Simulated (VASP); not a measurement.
# BN (P6_3/mmc) in VASP: vibrations by perturbation theory with PBE

Aim: the vibrations by perturbation theory of BN with PBE.

All numbers are computed with VASP 6.6.1; they aren't measurements. Logs are shortened: lines on timing, memory, paths and dates and some standing lists are left out, and cuts for length are marked.

## 1. The cell of the first run

The structure is hexagonal, space group P6_3/mmc (No. 194). Conventional cell: a = 2.512 Å, b = 2.512 Å, c = 8.495 Å, α = 90.00°, β = 90.00°, γ = 120.00°. Within 1.9 Å of B (site symmetry -6m2) lie 3 N at 1.45 Å. N (site symmetry -6m2) has 3 B at 1.45 Å within 1.9 Å.

## 2. Vibrations by perturbation theory, PBE

File INCAR:

```
PREC = Accurate
ENCUT = 520
EDIFF = 1E-8
ISMEAR = 0
SIGMA = 0.01
LREAL = F
LASPH = T
NELM = 80
ALGO = Normal
ISIF = 2
LWAVE = F
LCHARG = F
GGA = PE
IBRION = 8
NSW = 1
LEPSILON = T
```

File KPOINTS:

```
Automatic mesh
0
Gamma
  12 12 4
```

File POSCAR:

```
BN
1.0
    2.5121537661      0.0000000000      0.0000000000
   -1.2560768830      2.1755889796      0.0000000000
    0.0000000000      0.0000000000      8.4946706079
B N
2 2
Direct
    0.3333333333      0.6666666667      0.2500000000
    0.6666666667      0.3333333333      0.7500000000
    0.3333333333      0.6666666667      0.7500000000
    0.6666666667      0.3333333333      0.2500000000
```

Potentials or basis: VASP PAW PBE potentials, release 64 (B, N).

Launch:

```
cat potpaw_PBE.64/B/POTCAR potpaw_PBE.64/N/POTCAR > POTCAR
mpirun -np 1 vasp_std > vasp.out
```

OUTCAR:

```text
PREC = Accurate
   ENCUT = 520
   EDIFF = 1E-8
   ISMEAR = 0
   LREAL = F
   LASPH = T
   NELM = 80
   ISIF = 2
   GGA = PE
   IBRION = 8
   NSW = 1
   LEPSILON = T

 ion  position               nearest neighbor table
   1  0.333  0.667  0.250-   4 1.45   4 1.45   4 1.45
   2  0.667  0.333  0.750-   3 1.45   3 1.45   3 1.45
   3  0.333  0.667  0.750-   2 1.45   2 1.45   2 1.45
   4  0.667  0.333  0.250-   1 1.45   1 1.45   1 1.45

  LATTYP: Found a hexagonal cell.
 ALAT       =     2.5121537661
 C/A-ratio  =     3.3814294023

  Lattice vectors:

 A1 = (   2.5121537661,   0.0000000000,   0.0000000000)
 A2 = (  -1.2560768830,   2.1755889796,   0.0000000000)
 A3 = (   0.0000000000,   0.0000000000,   8.4946706079)

Analysis of symmetry for initial positions (statically):
=====================================================================
 Subroutine PRICEL returns:
 Original cell was already a primitive cell.

 Routine SETGRP: Setting up the symmetry group for a
 hexagonal supercell.

 Subroutine GETGRP returns: Found 24 space group operations
 (whereof 12 operations were pure point group operations)
 out of a pool of 24 trial point group operations.

The static configuration has the point symmetry D_3d.
 The point group associated with its full space group is D_6h.

Analysis of symmetry for dynamics (positions and initial velocities):
=====================================================================
 Subroutine PRICEL returns:
 Original cell was already a primitive cell.

 Routine SETGRP: Setting up the symmetry group for a
 hexagonal supercell.

[... 634 lines left out ...]

 BORN EFFECTIVE CHARGES (including local field effects) (in |e|, cummulative output)
 ---------------------------------------------------------------------------------
 ion    1
    1     2.71194     0.00000     0.00000
    2     0.00000     2.71194     0.00000
    3    -0.00000     0.00000     0.47813
 ion    2
    1     2.71194     0.00000     0.00000
    2     0.00000     2.71194     0.00000
    3     0.00000     0.00000     0.47813
 ion    3
    1    -2.71194    -0.00000     0.00000
    2    -0.00000    -2.71194     0.00000
    3     0.00000     0.00000    -0.47813
 ion    4
    1    -2.71194    -0.00000     0.00000
    2    -0.00000    -2.71194     0.00000
    3     0.00000    -0.00000    -0.47813

 INTERNAL STRAIN TENSOR FOR ION    4 for displacements in x,y,z  (eV/Angst):
          X           Y           Z          XY          YZ          ZX
  --------------------------------------------------------------------------------
  x     0.00000    -0.00000    -0.00000    11.64304     0.00000     0.00000
  y    11.64304   -11.64304     0.00000    -0.00000     0.00000     0.00000
  z     0.00000     0.00000    -0.00000     0.00000    -0.00000    -0.00000

 SECOND DERIVATIVES (NOT SYMMETRIZED)
 ------------------------------------
               1X          1Y          1Z          2X          2Y          2Z          3X          3Y          3Z          4X          4Y          4Z
  1X   -40.284965   -0.000000    0.000000    0.016986    0.000000    0.000000   -0.014777   -0.000000    0.000000   40.282756    0.000000    0.000000
  1Y    -0.000000  -40.284965    0.000000    0.000000    0.016986    0.000000   -0.000000   -0.014777    0.000000    0.000000   40.282756    0.000000
  1Z    -0.000000   -0.000000  -13.982371    0.000000   -0.000000    0.445393    0.000000   -0.000000   -0.437131   -0.000000    0.000000   13.974109
  2X     0.016986    0.000000    0.000000  -40.284965   -0.000000    0.000000   40.282756    0.000000    0.000000   -0.014777   -0.000000    0.000000
  2Y     0.000000    0.016986    0.000000   -0.000000  -40.284965    0.000000    0.000000   40.282756    0.000000   -0.000000   -0.014777    0.000000
  2Z     0.000000   -0.000000    0.445393   -0.000000   -0.000000  -13.982371   -0.000000    0.000000   13.974109    0.000000   -0.000000   -0.437131
  3X    -0.017629   -0.000000    0.000000   40.289081    0.000000    0.000000  -40.288419   -0.000000    0.000000    0.016968    0.000000    0.000000
  3Y    -0.000000   -0.017629    0.000000    0.000000   40.289081    0.000000   -0.000000  -40.288419    0.000000    0.000000    0.016968    0.000000
  3Z     0.000000    0.000000   -0.437384    0.000000    0.000000   13.971820    0.000000    0.000000  -13.988725    0.000000    0.000000    0.454289
  4X    40.289081    0.000000    0.000000   -0.017629   -0.000000    0.000000    0.016968    0.000000    0.000000  -40.288419   -0.000000    0.000000
  4Y     0.000000   40.289081    0.000000   -0.000000   -0.017629    0.000000    0.000000    0.016968    0.000000   -0.000000  -40.288419    0.000000
  4Z     0.000000    0.000000   13.971820    0.000000    0.000000   -0.437384    0.000000    0.000000    0.454289    0.000000    0.000000  -13.988725

 Eigenvectors and eigenvalues of the dynamical matrix
 ----------------------------------------------------

   1 f  =   40.182426 THz   252.473627 2PiTHz 1340.341450 cm-1   166.181085 meV
             X         Y         Z           dx          dy          dz
     -0.000000  1.450393  2.123668    -0.495728   -0.190751   -0.000000
      1.256077  0.725196  6.371003     0.495728    0.190751   -0.000000
     -0.000000  1.450393  6.371003    -0.435626   -0.167624    0.000000
      1.256077  0.725196  2.123668     0.435626    0.167624    0.000000
[... 71 lines left out ...]
  12 f/i=    0.001084 THz     0.006814 2PiTHz    0.036172 cm-1     0.004485 meV
             X         Y         Z           dx          dy          dz
     -0.000000  1.450393  2.123668    -0.000000   -0.000000   -0.466728
      1.256077  0.725196  6.371003    -0.000000   -0.000000   -0.466728
     -0.000000  1.450393  6.371003    -0.000000   -0.000000   -0.531192
      1.256077  0.725196  2.123668    -0.000000   -0.000000   -0.531192

--------------------------------------------------------------------------------------------------------

 MACROSCOPIC STATIC DIELECTRIC TENSOR IONIC CONTRIBUTION
 ------------------------------------------------------
           1.423662     0.000000    -0.000000
           0.000000     1.423662    -0.000000
          -0.000000    -0.000000     0.131653
 ------------------------------------------------------

 ELASTIC MODULI CONTR FROM IONIC RELAXATION (kBar)
 Direction    XX          YY          ZZ          XY          YZ          ZX
 --------------------------------------------------------------------------------
 XX       -1628.9582   1628.9582     -0.0000     -0.0000      0.0000      0.0000
 YY        1628.9582  -1628.9582      0.0000     -0.0000     -0.0000     -0.0000
 ZZ          -0.0000      0.0000     -0.0000      0.0000     -0.0000     -0.0000
 XY          -0.0000     -0.0000      0.0000  -1628.9582     -0.0000     -0.0000
 YZ           0.0000     -0.0000     -0.0000     -0.0000     -0.0000     -0.0000
 ZX           0.0000     -0.0000     -0.0000     -0.0000     -0.0000     -0.0000
 --------------------------------------------------------------------------------

 PIEZOELECTRIC TENSOR IONIC CONTR  for field in x, y, z        (C/m^2)
          XX          YY          ZZ          XY          YZ          ZX
  --------------------------------------------------------------------------------
  x    -0.00000     0.00000     0.00000    -0.00000     0.00000     0.00000
  y     0.00000    -0.00000     0.00000     0.00000     0.00000     0.00000
  z     0.00000    -0.00000    -0.00000     0.00000    -0.00000    -0.00000
```

OSZICAR:

```text
N       E                     dE             d eps       ncg     rms          rms(c)
DAV:   1     0.754698984799E+02    0.75470E+02   -0.80325E+03  1368   0.119E+03
DAV:   2    -0.332370777220E+02   -0.10871E+03   -0.99206E+02  2048   0.259E+02
DAV:   3    -0.388607372573E+02   -0.56237E+01   -0.55930E+01  1768   0.648E+01
DAV:   4    -0.389373551419E+02   -0.76618E-01   -0.76565E-01  1696   0.819E+00
[... 186 lines left out ...]
RMM:  10    -0.273795483327E+00    0.17833E-06    0.69797E-08  3067   0.106E-04    0.808E-06
RMM:  11    -0.273795637549E+00   -0.15422E-06   -0.30583E-08  2838   0.775E-05    0.195E-06
RMM:  12    -0.273795605434E+00    0.32115E-07    0.29971E-08  2820   0.616E-05    0.466E-07
RMM:  13    -0.273795599531E+00    0.59038E-08   -0.25112E-08  2354   0.574E-05    0.162E-07
 Linear response finished
```

Wall time 16 min (1 thread of AMD EPYC 7R13, shared host); peak memory 0.39 GiB.

Results:

```
Electronic dielectric tensor (diagonal)                 : 3.97, 3.97, 1.97
Born charges (mean of the diagonal)                     : B +1.97; N -1.97 e
Highest phonon frequency at Γ, LO-TO splitting left out : 1340 cm⁻¹
```

Phonon frequencies in cm⁻¹ (negative: imaginary):
```
              q point                               frequencies
(0.000, 0.000, 0.000)  0 0 0 6 6 23 777 802 1340 1340 1340 1340
```

Electronic dielectric tensor:
```
3.97 0.00 0.00
0.00 3.97 0.00
0.00 0.00 1.97
```

Born effective charge tensors (e):
atom 1, B
```
2.71 0.00 0.00
0.00 2.71 0.00
0.00 0.00 0.48
```
atom 2, B
```
2.71 0.00 0.00
0.00 2.71 0.00
0.00 0.00 0.48
```
atom 3, N
```
-2.71  0.00  0.00
 0.00 -2.71  0.00
 0.00  0.00 -0.48
```
atom 4, N
```
-2.71  0.00  0.00
 0.00 -2.71  0.00
 0.00  0.00 -0.48
```
